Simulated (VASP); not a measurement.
# SrO (F-43m) in VASP: a series of runs, part 2 of 2

VASP 6.6.1. Earlier steps stand in the parts before.

## (6) Single point, HSE06

POSCAR reads:

```
SrO
1.0
    0.0000000000      2.7922805169      2.7922805169
    2.7922805169      0.0000000000      2.7922805169
    2.7922805169      2.7922805169      0.0000000000
Sr O
1 1
Direct
    0.0000000000      0.0000000000      0.0000000000
    0.2500000000      0.2500000000      0.2500000000
```

INCAR.step1 reads:

```
ALGO = Normal
EDIFF = 1E-5
ENCUT = 520
GGA = PE
ISIF = 2
ISMEAR = 0
LASPH = True
LCHARG = False
LREAL = False
LWAVE = True
NBANDS = 15
NELM = 60
PREC = Accurate
SIGMA = 0.01
```

INCAR.step2 reads:

```
ALGO = Normal
EDIFF = 1E-7
ENCUT = 520
GGA = PE
HFSCREEN = 0.2079
ISIF = 2
ISMEAR = 0
ISTART = 1
LASPH = True
LCHARG = False
LHFCALC = True
LREAL = False
LWAVE = False
NBANDS = 15
NELM = 60
PREC = Accurate
PRECFOCK = Normal
SIGMA = 0.01
```

KPOINTS reads:

```
k-points
0
Gamma
  4 4 4
```

Potentials or basis: VASP PAW PBE potentials, release 64 (Sr_sv, O).

The run is started by

```sh
> cat potpaw_PBE.64/Sr_sv/POTCAR potpaw_PBE.64/O/POTCAR > POTCAR
> cp INCAR.step1 INCAR
> mpirun -np 1 vasp_std > vasp.out
> cp INCAR.step2 INCAR
> mpirun -np 1 vasp_std > vasp.out
```

OUTCAR:

```text
EDIFF = 1E-7
   ENCUT = 520
   GGA = PE
   HFSCREEN = 0.2079
   ISIF = 2
   ISMEAR = 0
   ISTART = 1
   LASPH = True
   LHFCALC = True
   LREAL = False
   NELM = 60
   PREC = Accurate
   PRECFOCK = Normal

 ion  position               nearest neighbor table
   1  0.000  0.000  0.000-   2 2.42   2 2.42   2 2.42   2 2.42
   2  0.250  0.250  0.250-   1 2.42   1 2.42   1 2.42   1 2.42

  LATTYP: Found a face centered cubic cell.
 ALAT       =     5.5845610338

  Lattice vectors:

 A1 = (   0.0000000000,   2.7922805169,   2.7922805169)
 A2 = (   2.7922805169,   0.0000000000,   2.7922805169)
 A3 = (   2.7922805169,   2.7922805169,   0.0000000000)

Analysis of symmetry for initial positions (statically):
=====================================================================
 Subroutine PRICEL returns:
 Original cell was already a primitive cell.

 Routine SETGRP: Setting up the symmetry group for a
 face centered cubic supercell.

 Subroutine GETGRP returns: Found 24 space group operations
 (whereof 24 operations were pure point group operations)
 out of a pool of 48 trial point group operations.

The static configuration has the point symmetry T_d .

Analysis of symmetry for dynamics (positions and initial velocities):
=====================================================================
 Subroutine PRICEL returns:
 Original cell was already a primitive cell.

 Routine SETGRP: Setting up the symmetry group for a
 face centered cubic supercell.

 Subroutine GETGRP returns: Found 24 space group operations
 (whereof 24 operations were pure point group operations)
 out of a pool of 48 trial point group operations.

The dynamic configuration has the point symmetry T_d .

 Subroutine INISYM returns: Found 24 space group operations
 (whereof 24 operations are pure point group operations),
 and found     1 'primitive' translations

[... 111 lines left out ...]
   HFSCREENC=   0.2079 screening length for correlation (either q_TF or 0.3 A-1)
   ENCUTFOCK=  -1.0 apply spherical cutoff to Coloumb kernel
   IVDW    =     0    specifies the selected vdW correction
   LEPSILON=     F    determine dielectric tensor
   LRPA    =     F    only Hartree local field effects (RPA)
 non-spin polarized calculation
 Gauss-broadening in eV      SIGMA  =   0.01
  energy-cutoff  :      520.00
  volume of cell :       43.54
 maximum number of plane-waves:      1211
 NGX is ok and might be reduce to    30
  NGX = 24; NGY = 24; NGZ = 24

 number of electron      16.0000001 magnetization

 Free energy of the ion-electron system (eV)
  ---------------------------------------------------
  ext. energy  EPLUGINS =         0.00000000
  ---------------------------------------------------
  free energy    TOTEN  =       -13.83863953 eV

  energy without entropy =      -13.83863953  energy(sigma->0) =      -13.83863953

 E-fermi :  -0.5611     XC(G=0):  -7.1361

 val. band max:       -0.7285735480   @ k =  -0.2500   0.5000   0.2500
 cond. band min:       3.1279335079   @ k =   0.0000   0.0000   0.0000
 fundamental gap:      3.8565070559
 Fermi energy:        -0.5611029007

 k-point     1 :       0.0000    0.0000    0.0000
  band No.  band energies     occupation
      1     -34.8920      2.00000
      2     -16.9579      2.00000
      3     -15.5009      2.00000
      4     -15.5009      2.00000
      5     -15.5009      2.00000
      6      -1.6150      2.00000
      7      -1.6150      2.00000
      8      -1.6150      2.00000
      9       3.1279      0.00000
     10       9.0511      0.00000
     11       9.0511      0.00000
     12      10.4214      0.00000
     13      10.4214      0.00000
     14      10.4214      0.00000
[... 113 lines left out ...]
      2     -18.2369      2.00000
      3     -15.8869      2.00000
      4     -15.7618      2.00000
      5     -14.1879      2.00000
      6      -1.4553      2.00000
      7      -1.4346      2.00000
      8      -0.7286      2.00000
      9       5.2707      0.00000
     10       6.4757      0.00000
     11       9.5967      0.00000
     12      10.6384      0.00000
     13      12.0464      0.00000
     14      12.7586      0.00000
     15      13.4210      0.00000

------------------------ aborting loop because EDIFF is reached ----------------------------------------

  FORCE on cell =-STRESS in cart. coord.  units (eV):
  Direction    XX          YY          ZZ          XY          YZ          ZX
  --------------------------------------------------------------------------------------
  -------------------------------------------------------------------------------------
  Total        0.0341066      0.0341066      0.0341066      0.0000000     -0.0000000      0.0000000
  in kB        1.2549938      1.2549938      1.2549938      0.0000000     -0.0000000      0.0000000
  external PRESSURE =       1.2549938 kB  Pullay stress =       0.0000000 kB

 VOLUME and BASIS-vectors are now :
 -----------------------------------------------------------------------------
  energy-cutoff  :      520.00
  volume of cell :       43.54
      direct lattice vectors                 reciprocal lattice vectors
     0.000000000  2.792280517  2.792280517    -0.179065104  0.179065104  0.179065104
     2.792280517  0.000000000  2.792280517     0.179065104 -0.179065104  0.179065104
     2.792280517  2.792280517  0.000000000     0.179065104  0.179065104 -0.179065104

 POSITION                                       TOTAL-FORCE (eV/Angst)
 -----------------------------------------------------------------------------------
      0.00000      0.00000      0.00000        -0.000000     -0.000000     -0.000000
      1.39614      1.39614      1.39614         0.000000      0.000000      0.000000
 -----------------------------------------------------------------------------------
    total drift:                                0.000001      0.000001     -0.000002

  FREE ENERGIE OF THE ION-ELECTRON SYSTEM (eV)
  ---------------------------------------------------
  free  energy   TOTEN  =       -13.8386395336 eV

  energy  without entropy=      -13.8386395336  energy(sigma->0) =      -13.83863953
```

OSZICAR.step1:

```text
N       E                     dE             d eps       ncg     rms          rms(c)
DAV:   1     0.776840462693E+02    0.77684E+02   -0.82869E+03   240   0.102E+03
DAV:   2    -0.110125375236E+02   -0.88697E+02   -0.80893E+02   339   0.213E+02
DAV:   3    -0.147997776256E+02   -0.37872E+01   -0.37713E+01   283   0.426E+01
DAV:   4    -0.148945040429E+02   -0.94726E-01   -0.94711E-01   344   0.624E+00
DAV:   5    -0.148953456749E+02   -0.84163E-03   -0.84163E-03   297   0.482E-01    0.177E+01
DAV:   6    -0.119644737034E+02    0.29309E+01   -0.10318E+01   240   0.224E+01    0.190E+01
DAV:   7    -0.117791644653E+02    0.18531E+00   -0.59588E-01   240   0.615E+00    0.957E+00
DAV:   8    -0.117499624994E+02    0.29202E-01   -0.15433E-01   268   0.358E+00    0.156E+00
DAV:   9    -0.117579397409E+02   -0.79772E-02   -0.69998E-03   330   0.639E-01    0.333E-01
DAV:  10    -0.117612239405E+02   -0.32842E-02   -0.27268E-03   240   0.338E-01    0.589E-02
DAV:  11    -0.117613497007E+02   -0.12576E-03   -0.14006E-04   303   0.742E-02    0.629E-02
DAV:  12    -0.117614130567E+02   -0.63356E-04   -0.76230E-05   247   0.584E-02    0.933E-03
DAV:  13    -0.117614123609E+02    0.69577E-06   -0.12670E-06   232   0.116E-02
   1 F= -.11761412E+02 E0= -.11761412E+02  d E =-.219944E-15
```

Wall time 16 min (1 thread of Intel Xeon 8259CL, shared host); peak memory 0.27 GiB.

What came out:

```yaml
Free_energy: -13.8386 eV
Pressure: 0.1 GPa
Band_gap_on_the_k_mesh: 3.86 eV, indirect (least direct gap 4.74 eV)
```

Caveat: the k points lie up to 0.49 Å⁻¹ apart; the PAW data sets were made with another functional, which shifts forces and pressure a little.

## (7) The runs side by side

| level | potentials or basis | spin | k mesh | grid for exact exchange (PRECFOCK) | screening parameter | gap on the mesh (eV) | pressure (GPa) |
| --- | --- | --- | --- | --- | --- | --- | --- |
| PBE | VASP PAW PBE potentials, release 64 (Sr_sv, O) | off | 8 × 8 × 8 | - | - | 2.52 | 1.4 |
| LDA | VASP PAW LDA potentials, release 64 (Sr_sv, O) | off | 8 × 8 × 8 | - | - | 2.31 | -3.3 |
| r2SCAN | VASP PAW PBE potentials, release 64 (Sr_sv, O) | off | 8 × 8 × 8 | - | - | 2.90 | 0.5 |
| PBE | VASP PAW PBE potentials, release 64 (Sr_sv, O) | non-collinear, zero start, SOC | 8 × 8 × 8 | - | - | - | 1.4 |
| HSE06 | VASP PAW PBE potentials, release 64 (Sr_sv, O) | off | 4 × 4 × 4 | Normal | 0.2079 1/Å | 3.86 | 0.1 |

Alike in all rows: task single point; cell as given; cutoff (eV) 520; smearing gaussian 0.01 eV.

Caveats: some runs use coarse meshes; the PAW data sets were made with another functional, which shifts forces and pressure a little (some runs).

Total energies depend on the potentials used, so only differences within one code and one set of settings carry meaning.
